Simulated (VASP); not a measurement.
Ni:

```
Ni
1.0
     0.00000    1.76735    1.76735
     1.76735    0.00000    1.76735
     1.76735    1.76735    0.00000
Ni
1
Direct
  0.00000 0.00000 0.00000
```

Base run:

| Quantity | Value |
| --- | --- |
| Program | VASP 6.6.1 |
| Functional | PBE |
| Potentials or basis | VASP PAW PBE potentials, release 64 (Ni) |
| Cutoff | 520 eV |
| k mesh | 12 × 12 × 12 |
| Occupations | fermi-dirac, width 0.1 eV |
| Spin | collinear spin, ferromagnetic start |
| Starting moments | [0.2] μB |

Its results: pressure -2.2 GPa; site moments Ni +0.65 μB.

Task: The run is repeated on the same cell with these changes: moments at the start from [0.2] to [0.97]; fixed moment from none to 0.97 μB. What comes out?

Result: Pressure 0.5 GPa; site moments Ni +0.96 μB.

Caveats: the total moment is fixed, so each spin has its own Fermi level (some runs).
